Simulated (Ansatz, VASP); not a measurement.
Two plane-wave programs on ZnO

Contents of INCAR:

```
ALGO = Normal ; EDIFF = 1E-7
ENCUT = 520 ; GGA = PE
ISIF = 2 ; ISMEAR = 0
LASPH = T ; LCHARG = F
LREAL = F ; LWAVE = F
NBANDS = 26 ; NELM = 100
PREC = Accurate ; SIGMA = 0.05
```

KPOINTS

```
k-points
0
Gamma
  12 12 6
```

POSCAR

```
ZnO
1.0
    3.4620345017      0.0000000000      0.0000000000
   -1.7310172508      2.9982098273      0.0000000000
    0.0000000000      0.0000000000      4.7496165535
Zn O
2 2
Direct
    0.3333333333      0.6666666667      0.0015026883
    0.6666666667      0.3333333333      0.5015026883
    0.3333333333      0.6666666667      0.3805973117
    0.6666666667      0.3333333333      0.8805973117
```

Input for Ansatz:

```yaml
crystal:
  lattice:
    - [3.4620345017, 0.0, 0.0]
    - [-1.7310172508, 2.9982098273, 0.0]
    - [0.0, 0.0, 4.7496165535]
  atoms:
    - { symbol: Zn, position: [0.3333333333, 0.6666666667, 0.0015026883] }
    - { symbol: Zn, position: [0.6666666667, 0.3333333333, 0.5015026883] }
    - { symbol: O, position: [0.3333333333, 0.6666666667, 0.3805973117] }
    - { symbol: O, position: [0.6666666667, 0.3333333333, 0.8805973117] }
basis:
  ecutwfc: 420
kpoints:
  mp_grid: { grid: [12, 12, 6] }
hamiltonian:
  xc: pbe
scf:
  occupations: { method: gaussian, width: 0.05 }
output:
  forces: true
  stress: true
  eigenvalues: true
```

Alike in both runs: task single point; functional PBE; k mesh 12 × 12 × 6; occupations gaussian, width 0.05 eV; no spin polarisation.

```csv
,VASP,Ansatz
version,VASP 6.6.1,Ansatz 0.2.0
potentials or method,"VASP PAW PBE potentials, release 64 (Zn, O), cutoff 520 eV","scalar-relativistic, plane waves, PAW"
valence electrons in the cell,36,36
```

```tsv
	VASP	Ansatz	Ansatz less VASP
gap on the k mesh at the Fermi level (eV)	0.73	0.76	+0.024
least direct gap on the mesh (eV)	0.73	0.76	+0.024
pressure (GPa)	6.5	5.5	-1.04
traceless stress, the component that is largest in VASP (GPa)	27.02	25.99	-1.027
rms of the force components (eV/Å)	1.366	1.294	-0.0718
```

Atom by atom the forces differ by 0.072 eV/Å (rms over components).
